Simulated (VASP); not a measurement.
# Ta2Pb (P4mm) in VASP: single point with PBE

Aim: the single point of Ta2Pb with PBE.

Everything below comes from runs of VASP 6.6.1. Logs are shortened: lines on timing, memory, paths and dates and some standing lists are left out, and cuts for length are marked.

### Step 1. The cell of the first run

It takes space group P4mm (No. 99, tetragonal). The conventional cell has a = 3.279 Å, b = 3.279 Å, c = 5.769 Å, α = 90.00°, β = 90.00°, γ = 90.00°. Ta (site symmetry 2mm) has 4 Ta at 2.32 Å and 2 Pb at 3.09 Å within 3.1 Å. Pb (site symmetry 4mm) has 8 Ta at 3.09 to 3.55 Å and 4 Pb at 3.28 Å within 4.1 Å.

### Step 2. Single point, PBE

Contents of INCAR:

```
  PREC = Accurate
  ENCUT = 520
  EDIFF = 1E-6
  ISMEAR = 0
  SIGMA = 0.1
  LREAL = False
  LASPH = True
  NELM = 100
  ALGO = Fast
  ISIF = 2
  LWAVE = False
  LCHARG = False
  GGA = PE
  NBANDS = 25
```

Contents of KPOINTS:

```
regular mesh
0
Gamma
  6 6 4
```

Contents of POSCAR:

```
Ta2Pb
1.0
    3.2786680100      0.0000000000      0.0000000000
    0.0000000000      3.2786680100      0.0000000000
    0.0000000000      0.0000000000      5.7689634900
Ta Pb
2 1
Direct
    0.5000000000      0.0000000000      0.6057113600
    0.0000000000      0.5000000000      0.6057113600
    0.5000000000      0.5000000000      0.1516717200
```

Potentials or basis: VASP PAW PBE potentials, release 64 (Ta_pv, Pb_d).

Started as:

```
$ cat potpaw_PBE.64/Ta_pv/POTCAR potpaw_PBE.64/Pb_d/POTCAR > POTCAR
$ mpirun -np 1 vasp_std > vasp.out
```

OUTCAR:

```text
PREC = Accurate
   ENCUT = 520
   EDIFF = 1E-6
   ISMEAR = 0
   LREAL = False
   LASPH = True
   NELM = 100
   ISIF = 2
   GGA = PE

 ion  position               nearest neighbor table
   1  0.500  0.000  0.606-   2 2.32   2 2.32   2 2.32   2 2.32   3 3.09   3 3.09   3 3.55   3 3.55

   2  0.000  0.500  0.606-   1 2.32   1 2.32   1 2.32   1 2.32   3 3.09   3 3.09   3 3.55   3 3.55

   3  0.500  0.500  0.152-   1 3.09   2 3.09   1 3.09   2 3.09   1 3.55   1 3.55   2 3.55   2 3.55

  LATTYP: Found a simple tetragonal cell.
 ALAT       =     3.2786680100
 C/A-ratio  =     1.7595448738

  Lattice vectors:

 A1 = (   3.2786680100,   0.0000000000,   0.0000000000)
 A2 = (   0.0000000000,   3.2786680100,   0.0000000000)
 A3 = (   0.0000000000,   0.0000000000,   5.7689634900)

Analysis of symmetry for initial positions (statically):
=====================================================================
 Subroutine PRICEL returns:
 Original cell was already a primitive cell.

 Routine SETGRP: Setting up the symmetry group for a
 simple tetragonal supercell.

 Subroutine GETGRP returns: Found  8 space group operations
 (whereof  8 operations were pure point group operations)
 out of a pool of 16 trial point group operations.

The static configuration has the point symmetry C_4v.

Analysis of symmetry for dynamics (positions and initial velocities):
=====================================================================
 Subroutine PRICEL returns:
 Original cell was already a primitive cell.

 Routine SETGRP: Setting up the symmetry group for a
 simple tetragonal supercell.

 Subroutine GETGRP returns: Found  8 space group operations
 (whereof  8 operations were pure point group operations)
 out of a pool of 16 trial point group operations.

The dynamic configuration has the point symmetry C_4v.

 Subroutine INISYM returns: Found  8 space group operations
 (whereof  8 operations are pure point group operations),
 and found     1 'primitive' translations

----------------------------------------------------------------------------------------

                                     Primitive cell

  volume of cell :      62.0144

  direct lattice vectors                    reciprocal lattice vectors
     3.278668010  0.000000000  0.000000000     0.305001908  0.000000000  0.000000000
     0.000000000  3.278668010  0.000000000     0.000000000  0.305001908  0.000000000
     0.000000000  0.000000000  5.768963490     0.000000000  0.000000000  0.173341364

  length of vectors
     3.278668010  3.278668010  5.768963490     0.305001908  0.305001908  0.173341364

  position of ions in fractional coordinates (direct lattice)
     0.500000000  0.000000000  0.605711360
     0.000000000  0.500000000  0.605711360
     0.500000000  0.500000000  0.151671720

  ion indices of the primitive-cell ions
   primitive index   ion index
                 1           1
                 2           2
                 3           3

----------------------------------------------------------------------------------------

 KPOINTS: regular mesh

Automatic generation of k-mesh.
 Grid dimensions read from file:
 generate k-points for:    6    6    4

 Generating k-lattice:

  Cartesian coordinates                     Fractional coordinates (reciprocal lattice)
     0.050833651  0.000000000  0.000000000     0.166666667  0.000000000  0.000000000
     0.000000000  0.050833651  0.000000000     0.000000000  0.166666667  0.000000000
     0.000000000  0.000000000  0.043335341     0.000000000  0.000000000  0.250000000

  Length of vectors
     0.050833651  0.050833651  0.043335341

  Shift w.r.t. Gamma in fractional coordinates (k-lattice)
     0.000000000  0.000000000  0.000000000

 Subroutine IBZKPT returns following result:
 ===========================================

 Found     30 irreducible k-points:

 Following reciprocal coordinates:
            Coordinates               Weight
  0.000000  0.000000  0.000000      1.000000
  0.166667  0.000000  0.000000      4.000000
  0.333333  0.000000  0.000000      4.000000
  0.500000  0.000000  0.000000      2.000000
  0.166667  0.166667  0.000000      4.000000
  0.333333  0.166667  0.000000      8.000000
[... 16 lines left out ...]
  0.333333  0.000000  0.500000      4.000000
  0.500000  0.000000  0.500000      2.000000
 [... further k-points ...]
   k-points           NKPTS =     30   k-points in BZ     NKDIM =     30   number of bands    NBANDS=     25
   number of dos      NEDOS =    301   number of ions     NIONS =      3
   total plane-waves  NPLWV =  27648
   dimension x,y,z NGX =    24 NGY =   24 NGZ =   48
   dimension x,y,z NGXF=    48 NGYF=   48 NGZF=   96
   ions per type =               2   1
   NGX,Y,Z   is equivalent  to a cutoff of  12.17, 12.17, 13.83 a.u.
   NGXF,Y,Z  is equivalent  to a cutoff of  24.34, 24.34, 27.66 a.u.
 SYSTEM =  unknown system
   PREC   = accura    normal or accurate (medium, high low for compatibility)
   ISTART =      0    job   : 0-new  1-cont  2-samecut
   ICHARG =      2    charge: 1-file 2-atom 10-const
   ISPIN  =      1    spin polarized calculation?
   LNONCOLLINEAR =      F non collinear calculations
   LSORBIT =      F    spin-orbit coupling
   LASPH  =      T    aspherical Exc in radial PAW
   ENCUT  =  520.0 eV  38.22 Ry    6.18 a.u.   6.10  6.10 10.73*2*pi/ulx,y,z
   NELM   =    100;   NELMIN=  2; NELMDL= -5     # of ELM steps
   EDIFF  = 0.1E-05   stopping-criterion for ELM
   LREAL  =      F    real-space projection
   EDIFFG = 0.1E-04   stopping-criterion for IOM
   NSW    =      0    number of steps for IOM
   IBRION =     -1    ionic relax: 0-MD 1-quasi-New 2-CG
   NFREE  =      0    steps in history (QN), initial steepest desc. (CG)
   ISIF   =      2    stress and relaxation
   ISYM   =      2    0-nonsym 1-usesym 2-fastsym
   POTIM  = 0.5000    time-step for ionic-motion
   TEBEG  =    0.0;   TEEND  =   0.0 temperature during run
   PSTRESS=    0.0 pullay stress
   NELECT =      36.0000    total number of electrons
   NUPDOWN=      -1.0000    fix difference up-down
   EMIN   =  10.00;   EMAX   =-10.00  energy-range for DOS
   EFERMI =   0.00;   METHOD = LEGACY
   ISMEAR =     0;   SIGMA  =   0.10  broadening in eV -4-tet -1-fermi 0-gaus
   EFERMI_NEDOS =   21; number of points for ismear=-14 and -15
   IALGO  =     68    algorithm
   IMIX   =      4    mixing-type and parameters
     AMIX     =   0.40;   BMIX     =  1.00
     AMIX_MAG =   1.60;   BMIX_MAG =  1.00
  volume/ion in A,a.u.               =      20.67       139.50
  Fermi-wavevector in a.u.,A,eV,Ry     =   1.365667  2.580736 25.375491  1.865046
  Thomas-Fermi vector in A             =   2.491875
   LORBIT       =      0    0 simple, 1 ext, 2 COOP (PROOUT), +10 PAW based schemes
   GGA     = PE    functional components
   LHFCALC =     F    Hartree Fock is set to
   AEXX    =    0.0000 exact exchange contribution
   IVDW    =     0    specifies the selected vdW correction
   LEPSILON=     F    determine dielectric tensor
   LRPA    =     F    only Hartree local field effects (RPA)
 non-spin polarized calculation
 RMM-DIIS sequential band-by-band and
 Gauss-broadening in eV      SIGMA  =   0.10
  energy-cutoff  :      520.00
  volume of cell :       62.01
 maximum number of plane-waves:      1696
   NGX = 13   NGY = 13   NGZ = 21

 number of electron      36.0000003 magnetization

 Free energy of the ion-electron system (eV)
  ---------------------------------------------------
  ext. energy  EPLUGINS =         0.00000000
  ---------------------------------------------------
  free energy    TOTEN  =       -20.69956690 eV

  energy without entropy =      -20.69051868  energy(sigma->0) =      -20.69504279

 E-fermi :   7.1037     XC(G=0): -11.6295

 val. band max:        7.0637343252   @ k =   0.1667   0.1667   0.0000
 cond. band min:       7.1117967465   @ k =   0.3333   0.3333   0.5000
 fundamental gap:      0.0480624213
 Fermi energy:         7.1037377814

 k-point     1 :       0.0000    0.0000    0.0000
  band No.  band energies     occupation
      1     -28.8612      2.00000
      2     -28.8612      2.00000
      3     -27.3880      2.00000
      4     -26.1685      2.00000
      5     -25.1762      2.00000
      6     -25.1762      2.00000
[... 17 lines left out ...]
     24      13.4170      0.00000
     25      15.1703      0.00000

 k-point     2 :       0.1667    0.0000    0.0000
  band No.  band energies     occupation
      1     -28.6957      2.00000
      2     -28.6605      2.00000
      3     -27.3067      2.00000
      4     -26.2499      2.00000
      5     -25.5348      2.00000
      6     -25.4868      2.00000
[... 17 lines left out ...]
     24      12.5635      0.00000
     25      16.0270      0.00000

 k-point     3 :       0.3333    0.0000    0.0000
  band No.  band energies     occupation
      1     -28.1968      2.00000
      2     -28.0868      2.00000
      3     -27.0839      2.00000
      4     -26.4731      2.00000
      5     -26.4040      2.00000
      6     -26.2734      2.00000
[... 17 lines left out ...]
     24      12.4803      0.00000
     25      12.6320      0.00000

 k-point     4 :       0.5000    0.0000    0.0000
  band No.  band energies     occupation
      1     -27.4229      2.00000
      2     -27.3560      2.00000
      3     -27.2618      2.00000
      4     -27.2016      2.00000
      5     -26.7795      2.00000
      6     -26.7775      2.00000
[... 17 lines left out ...]
     24      11.2757      0.00000
     25      11.3149      0.00000
[... 477 lines left out ...]
 k-point    22 :       0.1667    0.0000    0.5000
  band No.  band energies     occupation
      1     -28.6957      2.00000
      2     -28.6606      2.00000
      3     -27.3080      2.00000
      4     -26.2500      2.00000
      5     -25.5347      2.00000
      6     -25.4868      2.00000
[... 17 lines left out ...]
     24      13.9362      0.00000
     25      14.7386      0.00000

 k-point    23 :       0.3333    0.0000    0.5000
  band No.  band energies     occupation
      1     -28.1967      2.00000
      2     -28.0869      2.00000
      3     -27.0846      2.00000
      4     -26.4731      2.00000
      5     -26.4039      2.00000
      6     -26.2734      2.00000
[... 17 lines left out ...]
     24      13.0907      0.00000
     25      13.1777      0.00000

 k-point    24 :       0.5000    0.0000    0.5000
  band No.  band energies     occupation
      1     -27.4226      2.00000
      2     -27.3560      2.00000
      3     -27.2618      2.00000
      4     -27.2016      2.00000
      5     -26.7804      2.00000
      6     -26.7772      2.00000
[... 17 lines left out ...]
     24      11.0675      0.00000
     25      11.0848      0.00000

 [... further k-points ...]

------------------------ aborting loop because EDIFF is reached ----------------------------------------

  FORCE on cell =-STRESS in cart. coord.  units (eV):
  Direction    XX          YY          ZZ          XY          YZ          ZX
  --------------------------------------------------------------------------------------
  -------------------------------------------------------------------------------------
  Total       25.6500264     25.6500264      0.1722157      0.0000000      0.0000000     -0.0000000
  in kB      662.6828367    662.6828367      4.4492889      0.0000000      0.0000000     -0.0000000
  external PRESSURE =     443.2716541 kB  Pullay stress =       0.0000000 kB

 VOLUME and BASIS-vectors are now :
 -----------------------------------------------------------------------------
  energy-cutoff  :      520.00
  volume of cell :       62.01
      direct lattice vectors                 reciprocal lattice vectors
     3.278668010  0.000000000  0.000000000     0.305001908  0.000000000  0.000000000
     0.000000000  3.278668010  0.000000000     0.000000000  0.305001908  0.000000000
     0.000000000  0.000000000  5.768963490     0.000000000  0.000000000  0.173341364

 POSITION                                       TOTAL-FORCE (eV/Angst)
 -----------------------------------------------------------------------------------
      1.63933      0.00000      3.49433        -0.000000     -0.000000      0.452731
      0.00000      1.63933      3.49433        -0.000000     -0.000000      0.452731
      1.63933      1.63933      0.87499         0.000000      0.000000     -0.905463
 -----------------------------------------------------------------------------------
    total drift:                                0.000000     -0.000000      0.001048

  FREE ENERGIE OF THE ION-ELECTRON SYSTEM (eV)
  ---------------------------------------------------
  free  energy   TOTEN  =       -20.6995668950 eV

  energy  without entropy=      -20.6905186842  energy(sigma->0) =      -20.69504279
```

Run time: 63 s. Hardware: 1 thread of AMD EPYC 7R43 (Zen 3), shared host; peak memory 0.15 GiB.

Results:

- Free energy: -20.6996 eV
- Pressure: 44.3 GPa
- Largest force: 0.905 eV/Å
- Band gap on the k mesh: zero (band 18 reaches 8.39 eV, above the bottom of band 19 at 6.80 eV)

Forces on the atoms (eV/Å):
```
Ta   0.000  0.000  0.453
Ta   0.000  0.000  0.453
Pb   0.000  0.000 -0.905
```

Stress tensor (GPa, compression positive):
```
66.27  0.00  0.00
 0.00 66.27  0.00
 0.00  0.00  0.44
```

Levels at points of the mesh, in eV from the Fermi level:
| k point | band 16 | band 17 | band 18 | band 19 | band 20 | band 21 |
| --- | --- | --- | --- | --- | --- | --- |
| (0.00, 0.00, 0.00) | -3.09 | -1.51 | -1.51 | -0.31 | 3.51 | 4.80 |
| (0.50, 0.00, 0.00) | -1.72 | -1.42 | 1.29 | 1.51 | 1.81 | 1.92 |
| (0.50, 0.50, 0.00) | -3.36 | -2.36 | -2.36 | 2.02 | 3.43 | 3.43 |
| (0.00, 0.00, 0.50) | -3.93 | -1.73 | -1.73 | 3.30 | 3.54 | 5.94 |
| (0.50, 0.00, 0.50) | -0.70 | -0.32 | -0.21 | 0.47 | 1.02 | 1.52 |
| (0.50, 0.50, 0.50) | -2.30 | -1.67 | -1.67 | 0.26 | 0.81 | 0.81 |

Caveat: spin-orbit coupling is left out, which moves the levels of the heavy elements.
